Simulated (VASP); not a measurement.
# Te2Mo (P2_1/m) in VASP: further runs

Runs on Te2Mo. Level: PBEsol. Tasks: single point.

All numbers are computed with VASP 6.6.1; they aren't measurements. Logs are shortened: lines on timing, memory, paths and dates and some standing lists are left out, and cuts for length are marked.

### 1 The cell of the first run

It takes space group P2_1/m (No. 11, monoclinic). The conventional cell has a = 6.199 Å, b = 3.371 Å, c = 12.598 Å, α = 90.00°, β = 95.66°, γ = 90.00°. Within 3.7 Å of Te (site symmetry m) lie 3 Mo at 2.66 to 2.67 Å and 9 Te at 3.35 to 3.66 Å. Within 3.7 Å of Te (site symmetry m) lie 3 Mo at 2.73 to 2.74 Å and 10 Te at 3.35 to 3.61 Å. Te (site symmetry m) has 3 Mo at 2.66 Å and 9 Te at 3.34 to 3.61 Å within 3.7 Å. Te (site symmetry m) has 3 Mo at 2.72 to 2.73 Å and 10 Te at 3.34 to 3.66 Å within 3.7 Å. Within 3.5 Å of Mo (site symmetry m) lie 6 Te at 2.66 to 2.73 Å and 4 Mo at 2.83 to 3.37 Å. Within 3.5 Å of Mo (site symmetry m) lie 6 Te at 2.66 to 2.74 Å and 4 Mo at 2.83 to 3.37 Å.

### 2 Single point, PBEsol (21.83 Å³/atom)

The input, INCAR:

```
PREC     = Accurate       # precision mode
ENCUT    = 520            # plane-wave cutoff, eV
EDIFF    = 1E-6           # SCF threshold, eV
ISMEAR   = 0              # smearing method
SIGMA    = 0.1            # smearing width, eV
LREAL    = False          # projectors in reciprocal space
LASPH    = True           # aspherical terms in the spheres
NELM     = 100            # most SCF steps
ALGO     = Fast           # electronic algorithm
ISIF     = 2              # what is computed and relaxed
LWAVE    = False          # write WAVECAR
LCHARG   = False          # write CHGCAR
GGA      = PS             # functional
NBANDS   = 64             # bands
```

The input, KPOINTS:

```
Automatic mesh
0
Gamma
  6 10 4
```

The input, POSCAR:

```
Te2Mo
1.0
    6.1987005704      0.0000000000     -0.0773786365
    0.0000000000      3.3713846353      0.0000000000
   -1.0868329272      0.0000000000     12.5507241669
Te Mo
8 4
Direct
    0.5493046350      0.7500000000      0.3378230570
    0.4506953650      0.2500000000      0.6621769430
    0.5949083955      0.2500000000      0.1113341605
    0.4050916045      0.7500000000      0.8886658395
    0.1004015425      0.7500000000      0.1633228220
    0.8995984575      0.2500000000      0.8366771780
    0.0448682444      0.2500000000      0.3880393655
    0.9551317556      0.7500000000      0.6119606345
    0.3185318437      0.7500000000      0.5058538768
    0.6814681563      0.2500000000      0.4941461232
    0.1842921684      0.2500000000      0.0091556601
    0.8157078316      0.7500000000      0.9908443399
```

Potentials or basis: VASP PAW PBE potentials, release 64 (Te, Mo_sv).

Started as:

```sh
> cat potpaw_PBE.64/Te/POTCAR potpaw_PBE.64/Mo_sv/POTCAR > POTCAR
> mpirun -np 1 vasp_std > vasp.out
```

OUTCAR:

```text
PREC = Accurate
   ENCUT = 520
   EDIFF = 1E-6
   ISMEAR = 0
   LREAL = False
   LASPH = True
   NELM = 100
   ISIF = 2
   GGA = PS

 ion  position               nearest neighbor table
   1  0.549  0.750  0.338-  10 2.66  10 2.66   9 2.67   3 3.35   3 3.35   5 3.37   7 3.51   7 3.51
                             7 3.66   7 3.66
   2  0.451  0.250  0.662-   9 2.66   9 2.66  10 2.67   4 3.35   4 3.35   6 3.37   8 3.51   8 3.51
                             8 3.66   8 3.66
   3  0.595  0.250  0.111-  12 2.73  12 2.73  11 2.74   1 3.35   1 3.35   4 3.38   4 3.38   5 3.56
                             5 3.56   5 3.61   5 3.61
   4  0.405  0.750  0.889-  11 2.73  11 2.73  12 2.74   2 3.35   2 3.35   3 3.38   3 3.38   6 3.56
                             6 3.56   6 3.61   6 3.61
   5  0.100  0.750  0.163-  12 2.66  11 2.66  11 2.66   7 3.34   7 3.34   1 3.37   3 3.56   3 3.56
                             3 3.61   3 3.61
   6  0.900  0.250  0.837-  11 2.66  12 2.66  12 2.66   8 3.34   8 3.34   2 3.37   4 3.56   4 3.56
                             4 3.61   4 3.61
   7  0.045  0.250  0.388-   9 2.72   9 2.72  10 2.73   5 3.34   5 3.34   8 3.38   8 3.38   1 3.51
                             1 3.51   1 3.66   1 3.66
   8  0.955  0.750  0.612-  10 2.72  10 2.72   9 2.73   6 3.34   6 3.34   7 3.38   7 3.38   2 3.51
                             2 3.51   2 3.66   2 3.66
   9  0.319  0.750  0.506-   2 2.66   2 2.66   1 2.67   7 2.72   7 2.72   8 2.73  10 2.83  10 2.83

  10  0.681  0.250  0.494-   1 2.66   1 2.66   2 2.67   8 2.72   8 2.72   7 2.73   9 2.83   9 2.83

  11  0.184  0.250  0.009-   6 2.66   5 2.66   5 2.66   4 2.73   4 2.73   3 2.74  12 2.83  12 2.83

  12  0.816  0.750  0.991-   5 2.66   6 2.66   6 2.66   3 2.73   3 2.73   4 2.74  11 2.83  11 2.83

  LATTYP: Found a simple monoclinic cell.
 ALAT       =     6.1991835120
 B/A-ratio  =     0.5438433350
 C/A-ratio  =     2.0321536750
 COS(beta)  =    -0.0987011835

  Lattice vectors:

 A1 = (   6.1987005704,   0.0000000000,  -0.0773786365)
 A2 = (   0.0000000000,   3.3713846353,   0.0000000000)
 A3 = (  -1.0868329272,   0.0000000000,  12.5507241669)

Analysis of symmetry for initial positions (statically):
=====================================================================
 Subroutine PRICEL returns:
 Original cell was already a primitive cell.

 Routine SETGRP: Setting up the symmetry group for a
 simple monoclinic supercell.

 Subroutine GETGRP returns: Found  4 space group operations
 (whereof  2 operations were pure point group operations)
 out of a pool of  4 trial point group operations.

The static configuration has the point symmetry S_2 .
 The point group associated with its full space group is C_2h.

Analysis of symmetry for dynamics (positions and initial velocities):
=====================================================================
 Subroutine PRICEL returns:
 Original cell was already a primitive cell.

 Routine SETGRP: Setting up the symmetry group for a
 simple monoclinic supercell.

 Subroutine GETGRP returns: Found  4 space group operations
 (whereof  2 operations were pure point group operations)
 out of a pool of  4 trial point group operations.

The dynamic configuration has the point symmetry S_2 .
 The point group associated with its full space group is C_2h.

 Subroutine INISYM returns: Found  4 space group operations
 (whereof  2 operations are pure point group operations),
 and found     1 'primitive' translations

----------------------------------------------------------------------------------------

                                     Primitive cell

  volume of cell :     262.0041

  direct lattice vectors                    reciprocal lattice vectors
     6.198700570  0.000000000 -0.077378637     0.161498709  0.000000000  0.013985019
     0.000000000  3.371384635  0.000000000     0.000000000  0.296614035  0.000000000
    -1.086832927  0.000000000 12.550724167     0.000995684  0.000000000  0.079762899

  length of vectors
     6.199183512  3.371384635 12.597693556     0.162103096  0.296614035  0.079769113

  position of ions in fractional coordinates (direct lattice)
     0.549304635  0.750000000  0.337823057
     0.450695365  0.250000000  0.662176943
     0.594908395  0.250000000  0.111334161
     0.405091605  0.750000000  0.888665839
     0.100401543  0.750000000  0.163322822
     0.899598457  0.250000000  0.836677178
     0.044868244  0.250000000  0.388039365
     0.955131756  0.750000000  0.611960635
     0.318531844  0.750000000  0.505853877
     0.681468156  0.250000000  0.494146123
     0.184292168  0.250000000  0.009155660
     0.815707832  0.750000000  0.990844340

  ion indices of the primitive-cell ions
   primitive index   ion index
                 1           1
                 2           2
                 3           3
                 4           4
                 5           5
                 6           6
                 7           7
                 8           8
                 9           9
                10          10
                11          11
                12          12

----------------------------------------------------------------------------------------

 KPOINTS: Automatic mesh

Automatic generation of k-mesh.
 Grid dimensions read from file:
 generate k-points for:    6   10    4

 Generating k-lattice:

  Cartesian coordinates                     Fractional coordinates (reciprocal lattice)
     0.026916452  0.000000000  0.002330836     0.166666667  0.000000000  0.000000000
     0.000000000  0.029661403  0.000000000     0.000000000  0.100000000  0.000000000
     0.000248921  0.000000000  0.019940725     0.000000000  0.000000000  0.250000000

  Length of vectors
     0.027017183  0.029661403  0.019942278

  Shift w.r.t. Gamma in fractional coordinates (k-lattice)
     0.000000000  0.000000000  0.000000000

 Subroutine IBZKPT returns following result:
 ===========================================

 Found     84 irreducible k-points:

 Following reciprocal coordinates:
            Coordinates               Weight
  0.000000  0.000000  0.000000      1.000000
  0.166667  0.000000  0.000000      2.000000
  0.333333  0.000000  0.000000      2.000000
  0.500000  0.000000  0.000000      1.000000
  0.000000  0.100000  0.000000      2.000000
  0.166667  0.100000  0.000000      4.000000
[... 16 lines left out ...]
  0.333333  0.500000  0.000000      2.000000
  0.500000  0.500000  0.000000      1.000000
 [... further k-points ...]
   k-points           NKPTS =     84   k-points in BZ     NKDIM =     84   number of bands    NBANDS=     64
   number of dos      NEDOS =    301   number of ions     NIONS =     12
   total plane-waves  NPLWV = 129024
   dimension x,y,z NGX =    48 NGY =   28 NGZ =   96
   dimension x,y,z NGXF=    96 NGYF=   56 NGZF=  192
   ions per type =               8   4
   NGX,Y,Z   is equivalent  to a cutoff of  12.87, 13.81, 12.67 a.u.
   NGXF,Y,Z  is equivalent  to a cutoff of  25.74, 27.61, 25.34 a.u.
 SYSTEM =  unknown system
   PREC   = accura    normal or accurate (medium, high low for compatibility)
   ISTART =      0    job   : 0-new  1-cont  2-samecut
   ICHARG =      2    charge: 1-file 2-atom 10-const
   ISPIN  =      1    spin polarized calculation?
   LNONCOLLINEAR =      F non collinear calculations
   LSORBIT =      F    spin-orbit coupling
   LASPH  =      T    aspherical Exc in radial PAW
   ENCUT  =  520.0 eV  38.22 Ry    6.18 a.u.  11.53  6.27 23.42*2*pi/ulx,y,z
   NELM   =    100;   NELMIN=  2; NELMDL= -5     # of ELM steps
   EDIFF  = 0.1E-05   stopping-criterion for ELM
   LREAL  =      F    real-space projection
   EDIFFG = 0.1E-04   stopping-criterion for IOM
   NSW    =      0    number of steps for IOM
   IBRION =     -1    ionic relax: 0-MD 1-quasi-New 2-CG
   NFREE  =      0    steps in history (QN), initial steepest desc. (CG)
   ISIF   =      2    stress and relaxation
   ISYM   =      2    0-nonsym 1-usesym 2-fastsym
   POTIM  = 0.5000    time-step for ionic-motion
   TEBEG  =    0.0;   TEEND  =   0.0 temperature during run
   PSTRESS=    0.0 pullay stress
   NELECT =     104.0000    total number of electrons
   NUPDOWN=      -1.0000    fix difference up-down
   EMIN   =  10.00;   EMAX   =-10.00  energy-range for DOS
   EFERMI =   0.00;   METHOD = LEGACY
   ISMEAR =     0;   SIGMA  =   0.10  broadening in eV -4-tet -1-fermi 0-gaus
   EFERMI_NEDOS =   21; number of points for ismear=-14 and -15
   IALGO  =     68    algorithm
   IMIX   =      4    mixing-type and parameters
     AMIX     =   0.40;   BMIX     =  1.00
     AMIX_MAG =   1.60;   BMIX_MAG =  1.00
  volume/ion in A,a.u.               =      21.83       147.34
  Fermi-wavevector in a.u.,A,eV,Ry     =   1.203141  2.273607 19.695096  1.447549
  Thomas-Fermi vector in A             =   2.338903
   LORBIT       =      0    0 simple, 1 ext, 2 COOP (PROOUT), +10 PAW based schemes
   GGA     = PS    functional components
   LHFCALC =     F    Hartree Fock is set to
   AEXX    =    0.0000 exact exchange contribution
   IVDW    =     0    specifies the selected vdW correction
   LEPSILON=     F    determine dielectric tensor
   LRPA    =     F    only Hartree local field effects (RPA)
 non-spin polarized calculation
 RMM-DIIS sequential band-by-band and
 Gauss-broadening in eV      SIGMA  =   0.10
  energy-cutoff  :      520.00
  volume of cell :      262.00
 maximum number of plane-waves:      7086
 NGX is ok and might be reduce to    48
   NGX = 23   NGY = 13   NGZ = 47

 number of electron     104.0000007 magnetization

 Free energy of the ion-electron system (eV)
  ---------------------------------------------------
  ext. energy  EPLUGINS =         0.00000000
  ---------------------------------------------------
  free energy    TOTEN  =       -77.82599750 eV

  energy without entropy =      -77.80183868  energy(sigma->0) =      -77.81391809

 E-fermi :  10.3254     XC(G=0): -11.3106

 val. band max:       10.3192564172   @ k =   0.1667   0.2000   0.2500
 cond. band min:      10.3311038782   @ k =   0.5000   0.2000   0.5000
 fundamental gap:      0.0118474610
 Fermi energy:        10.3253646965

 k-point     1 :       0.0000    0.0000    0.0000
  band No.  band energies     occupation
      1     -50.6623      2.00000
      2     -50.6405      2.00000
      3     -50.5839      2.00000
      4     -50.5631      2.00000
      5     -25.0250      2.00000
      6     -25.0049      2.00000
[... 56 lines left out ...]
     63      13.3160      0.00000
     64      13.3397      0.00000

 k-point     2 :       0.1667    0.0000    0.0000
  band No.  band energies     occupation
      1     -50.6622      2.00000
      2     -50.6404      2.00000
      3     -50.5841      2.00000
      4     -50.5632      2.00000
      5     -25.0215      2.00000
      6     -25.0015      2.00000
[... 56 lines left out ...]
     63      13.1711      0.00000
     64      13.5611      0.00000

 k-point     3 :       0.3333    0.0000    0.0000
  band No.  band energies     occupation
      1     -50.6620      2.00000
      2     -50.6401      2.00000
      3     -50.5843      2.00000
      4     -50.5635      2.00000
      5     -25.0143      2.00000
      6     -24.9944      2.00000
[... 1396 lines left out ...]
     63      12.7696      0.00000
     64      12.7722      0.00000

 k-point    24 :       0.5000    0.5000    0.0000
  band No.  band energies     occupation
      1     -50.6140      2.00000
      2     -50.6140      2.00000
      3     -50.5926      2.00000
      4     -50.5926      2.00000
      5     -25.0564      2.00000
      6     -25.0564      2.00000
[... 56 lines left out ...]
     63      12.8054      0.00000
     64      12.8070      0.00000

 [... further k-points ...]
[... 5 lines left out ...]
  --------------------------------------------------------------------------------------
  -------------------------------------------------------------------------------------
  Total       14.0933458     13.9946359     14.0739297      0.0000000      0.0000000      0.0097852
  in kB       86.1820176     85.5783980     86.0632869      0.0000000      0.0000000      0.0598376
  external PRESSURE =      85.9412341 kB  Pullay stress =       0.0000000 kB

 VOLUME and BASIS-vectors are now :
 -----------------------------------------------------------------------------
  energy-cutoff  :      520.00
  volume of cell :      262.00
      direct lattice vectors                 reciprocal lattice vectors
     6.198700570  0.000000000 -0.077378637     0.161498709  0.000000000  0.013985019
     0.000000000  3.371384635  0.000000000     0.000000000  0.296614035  0.000000000
    -1.086832927  0.000000000 12.550724167     0.000995684  0.000000000  0.079762899

 POSITION                                       TOTAL-FORCE (eV/Angst)
 -----------------------------------------------------------------------------------
      3.03782      2.52854      4.19742         0.001179     -0.000000     -0.024237
      2.07405      0.84285      8.27593        -0.001179      0.000000      0.024237
      3.56666      0.84285      1.35129        -0.002585     -0.000000      0.019097
      1.54521      2.52854     11.12205         0.002585     -0.000000     -0.019097
      0.44485      2.52854      2.04205        -0.005654     -0.000000      0.027886
      4.66701      0.84285     10.43129         0.005654     -0.000000     -0.027886
     -0.14361      0.84285      4.86670         0.000233     -0.000000     -0.020032
      5.25548      2.52854      7.60664        -0.000233     -0.000000      0.020032
      1.42470      2.52854      6.32418        -0.013835     -0.000000     -0.002962
      3.68716      0.84285      6.14916         0.013835     -0.000000      0.002962
      1.13242      0.84285      0.10065         0.018362     -0.000000     -0.002261
      3.97945      2.52854     12.37270        -0.018362     -0.000000      0.002261
 -----------------------------------------------------------------------------------
    total drift:                               -0.000000      0.000000      0.000000

  FREE ENERGIE OF THE ION-ELECTRON SYSTEM (eV)
  ---------------------------------------------------
  free  energy   TOTEN  =       -77.8259975044 eV

  energy  without entropy=      -77.8018386785  energy(sigma->0) =      -77.81391809
```

Run time: 25 min. Hardware: 1 thread of Oxide Virtual Turin-like, shared host; peak memory 1 GiB.

Results:

```
Free energy            : -77.8260 eV
Pressure               : 8.6 GPa
Largest force          : 0.028 eV/Å
Band gap on the k mesh : zero (bands 52 and 53 overlap by 0.70 eV)
```

Forces on the atoms (eV/Å):
```
Te   0.001  0.000 -0.024
Te  -0.001  0.000  0.024
Te  -0.003  0.000  0.019
Te   0.003  0.000 -0.019
Te  -0.006  0.000  0.028
Te   0.006  0.000 -0.028
Te   0.000  0.000 -0.020
Te   0.000  0.000  0.020
Mo  -0.014  0.000 -0.003
Mo   0.014  0.000  0.003
Mo   0.018  0.000 -0.002
Mo  -0.018  0.000  0.002
```

Caveat: the cell stands under pressure; the PAW data sets were made with another functional, which shifts forces and pressure a little; spin-orbit coupling is left out, which moves the levels of the heavy elements.

### 3 Single point, PBEsol (22.58 Å³/atom)

This run uses another cell than the first one, of 22.58 Å³/atom.

Changes to INCAR since step 2:

```diff
@@ -7,3 +7,3 @@
 LASPH    = True           # aspherical terms in the spheres
-NELM     = 100            # most SCF steps
+NELM     = 80             # most SCF steps
 ALGO     = Fast           # electronic algorithm
```

KPOINTS is that of step 2.

The input, POSCAR:

```
Te2Mo
1.0
    6.2464379011      0.0000000000     -0.0518487617
    0.0000000000      3.4015638212      0.0000000000
   -1.0408994993      0.0000000000     12.7599763821
Te Mo
8 4
Direct
    0.5515251864      0.7500000000      0.3402858300
    0.4484748136      0.2500000000      0.6597141700
    0.5924580013      0.2500000000      0.1094726820
    0.4075419987      0.7500000000      0.8905273180
    0.0988968125      0.7500000000      0.1607340433
    0.9011031875      0.2500000000      0.8392659567
    0.0479670948      0.2500000000      0.3899614954
    0.9520329052      0.7500000000      0.6100385046
    0.3189531183      0.7500000000      0.5060645829
    0.6810468817      0.2500000000      0.4939354171
    0.1835004432      0.2500000000      0.0087401993
    0.8164995568      0.7500000000      0.9912598007
```

Potentials or basis: VASP PAW PBE potentials, release 64 (Te, Mo_sv).

Started as:

```sh
> cat potpaw_PBE.64/Te/POTCAR potpaw_PBE.64/Mo_sv/POTCAR > POTCAR
> mpirun -np 1 vasp_std > vasp.out
```

Wall time 35 min (1 thread of Oxide Virtual Turin-like, shared host); peak memory 1 GiB.

The run converged. Its results:

* Free energy: -78.2092 eV
* Pressure: 5.4 GPa
* Largest force: 0.030 eV/Å
* Band gap on the k mesh: zero (bands 52 and 53 overlap by 0.62 eV)

Forces on the atoms (eV/Å):
```
Te  -0.004  0.000 -0.028
Te   0.004  0.000  0.028
Te  -0.002  0.000  0.018
Te   0.002  0.000 -0.018
Te  -0.003  0.000  0.029
Te   0.003  0.000 -0.029
Te   0.000  0.000 -0.019
Te   0.000  0.000  0.019
Mo  -0.012  0.000 -0.007
Mo   0.012  0.000  0.007
Mo   0.015  0.000 -0.003
Mo  -0.015  0.000  0.003
```

Levels at points of the mesh, in eV from the Fermi level:
```tsv
k point	band 49	band 50	band 51	band 52	band 53	band 54	band 55	band 56
(0.00, 0.00, 0.00)	-0.31	-0.30	0.20	0.35	0.58	0.71	0.80	0.96
(0.50, 0.00, 0.00)	-1.02	-1.00	-0.46	-0.41	-0.18	-0.17	0.82	0.83
(0.00, 0.50, 0.00)	-1.71	-1.71	-1.44	-1.44	0.84	0.84	1.17	1.17
(0.50, 0.50, 0.00)	-1.30	-1.30	-1.14	-1.14	0.91	0.91	1.12	1.12
(0.00, 0.00, 0.50)	-0.16	-0.11	0.12	0.44	0.46	0.52	0.87	0.97
(0.50, 0.00, 0.50)	-1.01	-1.01	-0.72	-0.22	-0.09	0.03	0.68	0.92
(0.00, 0.50, 0.50)	-1.75	-1.75	-1.50	-1.50	0.74	0.74	1.21	1.21
(0.50, 0.50, 0.50)	-1.29	-1.29	-1.13	-1.13	0.96	0.96	1.03	1.03
```

Caveat: the cell stands under pressure; the PAW data sets were made with another functional, which shifts forces and pressure a little; spin-orbit coupling is left out, which moves the levels of the heavy elements.

(Part 1 of 2 ends here.)
